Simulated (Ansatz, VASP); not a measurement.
Ga3Se in VASP and in Ansatz

Contents of INCAR:

```
SYSTEM = Ga3Se
PREC = Accurate ; ENCUT = 520
EDIFF = 1E-7 ; ISMEAR = 0
SIGMA = 0.15 ; LREAL = .False.
LASPH = .True. ; NELM = 60
ALGO = Normal ; ISIF = 2
LWAVE = .False. ; LCHARG = .True.
GGA = PE ; LELF = .True.
LVHAR = .True. ; NBANDS = 30
```

The input KPOINTS:

```
Automatic mesh
0
Gamma
  8 8 8
  0 0 0
```

POSCAR

```
Ga3Se
1.0
    4.4084262965      0.0000000000      0.0000000000
    0.0000000000      4.4084262965      0.0000000000
    0.0000000000      0.0000000000      4.4084262965
Ga Se
3 1
Direct
    0.0000000000      0.5000000000      0.5000000000
    0.5000000000      0.0000000000      0.5000000000
    0.5000000000      0.5000000000      0.0000000000
    0.0000000000      0.0000000000      0.0000000000
```

Input for Ansatz:

```yaml
crystal:
  lattice:
    - [4.4084262965, 0.0, 0.0]
    - [0.0, 4.4084262965, 0.0]
    - [0.0, 0.0, 4.4084262965]
  atoms:
    - { symbol: Ga, position: [0.0, 0.5, 0.5] }
    - { symbol: Ga, position: [0.5, 0.0, 0.5] }
    - { symbol: Ga, position: [0.5, 0.5, 0.0] }
    - { symbol: Se, position: [0.0, 0.0, 0.0] }
basis:
  ecutwfc: 420
kpoints:
  mp_grid: { grid: [8, 8, 8] }
hamiltonian:
  xc: pbe
scf:
  occupations: { method: gaussian, width: 0.15 }
output:
  forces: true
  stress: true
  eigenvalues: true
  write_density: true
  write_potential: true
  elf: true
  volumetric_format: npy
```

Alike in both runs: task single point; functional PBE; k mesh 8 × 8 × 8; occupations gaussian, width 0.15 eV; no spin polarisation.

|  | VASP | Ansatz |
| --- | --- | --- |
| version | VASP 6.6.1 | Ansatz 0.2.0 |
| potentials or method | VASP PAW PBE potentials, release 64 (Ga_d, Se), cutoff 520 eV | scalar-relativistic, plane waves, PAW |
| valence electrons in the cell | 45 | 55 |

```csv
,VASP,Ansatz,Ansatz less VASP
gap on the k mesh at the Fermi level (eV),none,none,-
pressure (GPa),0.1,0.0,-0.05
```

A gap of «none» marks a metal or a gap that the smearing closes. VASP's potentials hold 45 valence electrons a cell and Ansatz's 55, so a difference there can come from the potentials and not from the codes.
